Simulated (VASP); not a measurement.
# Y3Te (Pm-3m) in VASP: single point with PBE

Aim: the single point of Y3Te with PBE.

Everything below comes from runs of VASP 6.6.1. Logs are shortened: lines on timing, memory, paths and dates and some standing lists are left out, and cuts for length are marked.

## Step 1: The cell of the first run

The structure is cubic, space group Pm-3m (No. 221). Conventional cell: a = 4.807 Å, b = 4.807 Å, c = 4.807 Å, α = 90.00°, β = 90.00°, γ = 90.00°. Within 4.5 Å of Y (site symmetry 4/mmm) lie 8 Y at 3.40 Å and 4 Te at 3.40 Å. Te (site symmetry m-3m) has 12 Y at 3.40 Å within 4.5 Å.

## Step 2: Single point, PBE

The input, INCAR:

```
SYSTEM = Y3Te
PREC = Accurate ; ENCUT = 520
EDIFF = 1E-6 ; ISMEAR = 0
SIGMA = 0.1 ; LREAL = .FALSE.
LASPH = .TRUE. ; NELM = 100
ALGO = Fast ; ISIF = 2
LWAVE = .FALSE. ; LCHARG = .TRUE.
GGA = PE ; LELF = .TRUE.
LVHAR = .TRUE. ; NBANDS = 28
```

The input, KPOINTS:

```
regular mesh
0
G
  10 10 10
  0 0 0
```

The input, POSCAR:

```
Y3Te
1.0
    4.8068640510      0.0000000000      0.0000000000
    0.0000000000      4.8068640510      0.0000000000
    0.0000000000      0.0000000000      4.8068640510
Y Te
3 1
Direct
    0.0000000000      0.5000000000      0.5000000000
    0.5000000000      0.0000000000      0.5000000000
    0.5000000000      0.5000000000      0.0000000000
    0.0000000000      0.0000000000      0.0000000000
```

Potentials or basis: VASP PAW PBE potentials, release 64 (Y_sv, Te).

On the command line:

```console
> cat potpaw_PBE.64/Y_sv/POTCAR potpaw_PBE.64/Te/POTCAR > POTCAR
> mpirun -np 1 vasp_std > vasp.out
```

OUTCAR:

```text
SYSTEM = Y3Te
   PREC = Accurate
   ENCUT = 520
   EDIFF = 1E-6
   ISMEAR = 0
   LREAL = .FALSE.
   LASPH = .TRUE.
   NELM = 100
   ISIF = 2
   GGA = PE

 ion  position               nearest neighbor table
   1  0.000  0.500  0.500-   2 3.40   3 3.40   4 3.40   3 3.40   4 3.40   2 3.40   4 3.40   4 3.40
                             2 3.40   3 3.40   3 3.40   2 3.40
   2  0.500  0.000  0.500-   1 3.40   3 3.40   4 3.40   3 3.40   4 3.40   1 3.40   3 3.40   3 3.40
                             1 3.40   4 3.40   4 3.40   1 3.40
   3  0.500  0.500  0.000-   1 3.40   2 3.40   4 3.40   1 3.40   2 3.40   2 3.40   4 3.40   2 3.40
                             1 3.40   4 3.40   1 3.40   4 3.40
   4  0.000  0.000  0.000-   1 3.40   2 3.40   3 3.40   1 3.40   2 3.40   1 3.40   3 3.40   1 3.40
                             2 3.40   3 3.40   2 3.40   3 3.40

  LATTYP: Found a simple cubic cell.
 ALAT       =     4.8068640510

  Lattice vectors:

 A1 = (   4.8068640510,   0.0000000000,   0.0000000000)
 A2 = (   0.0000000000,   4.8068640510,   0.0000000000)
 A3 = (   0.0000000000,   0.0000000000,   4.8068640510)

Analysis of symmetry for initial positions (statically):
=====================================================================
 Subroutine PRICEL returns:
 Original cell was already a primitive cell.

 Routine SETGRP: Setting up the symmetry group for a
 simple cubic supercell.

 Subroutine GETGRP returns: Found 48 space group operations
 (whereof 48 operations were pure point group operations)
 out of a pool of 48 trial point group operations.

The static configuration has the point symmetry O_h .

Analysis of symmetry for dynamics (positions and initial velocities):
=====================================================================
 Subroutine PRICEL returns:
 Original cell was already a primitive cell.

 Routine SETGRP: Setting up the symmetry group for a
 simple cubic supercell.

 Subroutine GETGRP returns: Found 48 space group operations
 (whereof 48 operations were pure point group operations)
 out of a pool of 48 trial point group operations.

The dynamic configuration has the point symmetry O_h .

 Subroutine INISYM returns: Found 48 space group operations
 (whereof 48 operations are pure point group operations),
 and found     1 'primitive' translations

----------------------------------------------------------------------------------------

                                     Primitive cell

  volume of cell :     111.0671

  direct lattice vectors                    reciprocal lattice vectors
[... 95 lines left out ...]
   IBRION =     -1    ionic relax: 0-MD 1-quasi-New 2-CG
   NFREE  =      0    steps in history (QN), initial steepest desc. (CG)
   ISIF   =      2    stress and relaxation
   ISYM   =      2    0-nonsym 1-usesym 2-fastsym
   POTIM  = 0.5000    time-step for ionic-motion
   TEBEG  =    0.0;   TEEND  =   0.0 temperature during run
   PSTRESS=    0.0 pullay stress
   NELECT =      39.0000    total number of electrons
   NUPDOWN=      -1.0000    fix difference up-down
   EMIN   =  10.00;   EMAX   =-10.00  energy-range for DOS
   EFERMI =   0.00;   METHOD = LEGACY
   ISMEAR =     0;   SIGMA  =   0.10  broadening in eV -4-tet -1-fermi 0-gaus
   EFERMI_NEDOS =   21; number of points for ismear=-14 and -15
   IALGO  =     68    algorithm
   IMIX   =      4    mixing-type and parameters
     AMIX     =   0.40;   BMIX     =  1.00
     AMIX_MAG =   1.60;   BMIX_MAG =  1.00
  volume/ion in A,a.u.               =      27.77       187.38
  Fermi-wavevector in a.u.,A,eV,Ry     =   1.154962  2.182563 18.149332  1.333938
  Thomas-Fermi vector in A             =   2.291595
   LORBIT       =      0    0 simple, 1 ext, 2 COOP (PROOUT), +10 PAW based schemes
   GGA     = PE    functional components
   LHFCALC =     F    Hartree Fock is set to
   AEXX    =    0.0000 exact exchange contribution
   IVDW    =     0    specifies the selected vdW correction
   LEPSILON=     F    determine dielectric tensor
   LRPA    =     F    only Hartree local field effects (RPA)
 non-spin polarized calculation
 RMM-DIIS sequential band-by-band and
 Gauss-broadening in eV      SIGMA  =   0.10
  energy-cutoff  :      520.00
  volume of cell :      111.07
 maximum number of plane-waves:      3028
 NGX is ok and might be reduce to    36
   NGX = 17   NGY = 17   NGZ = 17

 number of electron      39.0000006 magnetization

 Free energy of the ion-electron system (eV)
  ---------------------------------------------------
  ext. energy  EPLUGINS =         0.00000000
  ---------------------------------------------------
  free energy    TOTEN  =       -24.09400112 eV

  energy without entropy =      -24.06409181  energy(sigma->0) =      -24.07904646

 E-fermi :   5.5657     XC(G=0): -10.0887

 val. band max:        5.5555086276   @ k =   0.2000   0.2000   0.1000
 cond. band min:       5.5689157448   @ k =   0.3000   0.2000   0.0000
 fundamental gap:      0.0134071172
 Fermi energy:         5.5656899736

 k-point     1 :       0.0000    0.0000    0.0000
  band No.  band energies     occupation
      1     -37.1599      2.00000
      2     -37.0333      2.00000
      3     -37.0333      2.00000
      4     -17.4560      2.00000
      5     -17.4560      2.00000
      6     -17.4560      2.00000
[... 733 lines left out ...]
     27       8.6652      0.00000
     28       8.9643      0.00000

 [... further k-points ...]

------------------------ aborting loop because EDIFF is reached ----------------------------------------

  FORCE on cell =-STRESS in cart. coord.  units (eV):
  Direction    XX          YY          ZZ          XY          YZ          ZX
  --------------------------------------------------------------------------------------
  -------------------------------------------------------------------------------------
  Total       -0.0428364     -0.0428364     -0.0428364     -0.0000000      0.0000000      0.0000000
  in kB       -0.6179289     -0.6179289     -0.6179289     -0.0000000      0.0000000      0.0000000
  external PRESSURE =      -0.6179289 kB  Pullay stress =       0.0000000 kB

 VOLUME and BASIS-vectors are now :
 -----------------------------------------------------------------------------
  energy-cutoff  :      520.00
  volume of cell :      111.07
      direct lattice vectors                 reciprocal lattice vectors
     4.806864051  0.000000000  0.000000000     0.208035840  0.000000000  0.000000000
     0.000000000  4.806864051  0.000000000     0.000000000  0.208035840  0.000000000
     0.000000000  0.000000000  4.806864051     0.000000000  0.000000000  0.208035840

 POSITION                                       TOTAL-FORCE (eV/Angst)
 -----------------------------------------------------------------------------------
      0.00000      2.40343      2.40343         0.000000      0.000000      0.000000
      2.40343      0.00000      2.40343         0.000000      0.000000      0.000000
      2.40343      2.40343      0.00000         0.000000      0.000000      0.000000
      0.00000      0.00000      0.00000         0.000000      0.000000      0.000000
 -----------------------------------------------------------------------------------
    total drift:                                0.000000      0.000000      0.000000

  FREE ENERGIE OF THE ION-ELECTRON SYSTEM (eV)
  ---------------------------------------------------
  free  energy   TOTEN  =       -24.0940011199 eV

  energy  without entropy=      -24.0640918052  energy(sigma->0) =      -24.07904646
```

Run time: 2.8 min. Hardware: 1 thread of Intel Xeon Platinum 8488C (Sapphire Rapids), shared host; peak memory 0.33 GiB.

What came out:

- Free energy: -24.0940 eV
- Pressure: -0.1 GPa

Levels at points of the mesh, in eV from the Fermi level:
```csv
k point,band 15,band 16,band 17,band 18,band 19,band 20,band 21,band 22,band 23,band 24
"(0.00, 0.00, 0.00)",-3.28,-3.28,-3.28,-1.79,-1.79,-0.93,-0.93,-0.93,0.08,2.50
"(0.50, 0.00, 0.00)",-3.86,-3.86,-1.78,-0.41,-0.29,0.08,0.83,0.83,0.94,1.14
"(0.50, 0.50, 0.00)",-4.95,-4.17,-1.19,-0.07,-0.07,0.10,0.95,0.95,1.35,1.96
"(0.50, 0.50, 0.50)",-4.08,-4.08,-1.96,-1.96,-1.96,1.07,1.31,1.32,1.32,1.32
```

Caveat: spin-orbit coupling is left out, which moves the levels of the heavy elements.
